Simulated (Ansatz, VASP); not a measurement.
# Ba2SrN2 in VASP and in Ansatz

Contents of POSCAR:

```
Ba2SrN2
1.0
    3.9305736137      0.0000000000      0.0000000000
   -1.9652868068      3.4039766009      0.0000000000
    0.0000000000      0.0000000000     10.5606640099
Ba Sr N
2 1 2
Direct
    0.6666666700      0.3333333300      0.2154780000
    0.3333333300      0.6666666700      0.7845220000
    0.0000000000      0.0000000000      0.5000000000
    0.6666666700      0.3333333300      0.6607440000
    0.3333333300      0.6666666700      0.3392560000
```

Contents of INCAR.step1:

```
SYSTEM = Ba2SrN2
PREC = Accurate ; ENCUT = 660
ISMEAR = 0 ; SIGMA = 0.1
LREAL = .FALSE. ; LASPH = .TRUE.
NELM = 120 ; NBANDS = 28
GGA = PE ; ALGO = Normal
EDIFF = 1E-5 ; LWAVE = .TRUE.
LCHARG = .FALSE. ; GGA_COMPAT = .FALSE.
```

The input INCAR.step2:

```
SYSTEM = Ba2SrN2
PREC = Accurate ; ENCUT = 660
EDIFF = 1E-6 ; ISMEAR = 0
SIGMA = 0.1 ; LREAL = .FALSE.
LASPH = .TRUE. ; NELM = 120
ALGO = Normal ; ISIF = 2
LWAVE = .FALSE. ; LCHARG = .FALSE.
METAGGA = R2SCAN ; LMIXTAU = .TRUE.
NBANDS = 28 ; ISTART = 1
GGA_COMPAT = .FALSE.
```

File KPOINTS:

```
Automatic mesh
0
G
  6 6 2
  0 0 0
```

Input for Ansatz:

```yaml
crystal:
  lattice:
    - [3.9305736137, 0.0, 0.0]
    - [-1.9652868068, 3.4039766009, 0.0]
    - [0.0, 0.0, 10.5606640099]
  atoms:
    - { symbol: Ba, position: [0.66666667, 0.33333333, 0.215478] }
    - { symbol: Ba, position: [0.33333333, 0.66666667, 0.784522] }
    - { symbol: Sr, position: [0.0, 0.0, 0.5] }
    - { symbol: "N", position: [0.66666667, 0.33333333, 0.660744] }
    - { symbol: "N", position: [0.33333333, 0.66666667, 0.339256] }
basis:
  ecutwfc: 500
kpoints:
  mp_grid: { grid: [6, 6, 2] }
hamiltonian:
  xc: r2scan
scf:
  occupations: { method: gaussian, width: 0.1 }
output:
  forces: true
  stress: true
  eigenvalues: true
```

Alike in both runs: task single point; functional r2SCAN; k mesh 6 × 6 × 2; occupations gaussian, width 0.1 eV; no spin polarisation.

```csv
,VASP,Ansatz
version,VASP 6.6.1,Ansatz 0.2.0
potentials or method,"VASP PAW PBE potentials, release 64 (Ba_sv, Sr_sv, N), cutoff 660 eV","scalar-relativistic, plane waves, PAW"
valence electrons in the cell,40,40
```

|  | VASP | Ansatz | Ansatz less VASP |
| --- | --- | --- | --- |
| gap on the k mesh at the Fermi level (eV) | none | none | - |
| pressure (GPa) | -0.8 | -1.8 | -1.09 |
| traceless stress, the component that is largest in VASP (GPa) | -0.04 | 0.17 | +0.208 |
| rms of the force components (eV/Å) | 0.046 | 0.168 | +0.1213 |

VASP's potentials were made for PBE, not for r2SCAN. Atom by atom the forces differ by 0.124 eV/Å (rms over components). A gap of «none» marks a metal or a gap that the smearing closes. One of these differences is far larger than is usual between the two programs; its cause wasn't traced. The functional is the same, so the differences come from potentials, cutoffs and numerics.

Neither program's run includes spin-orbit coupling.
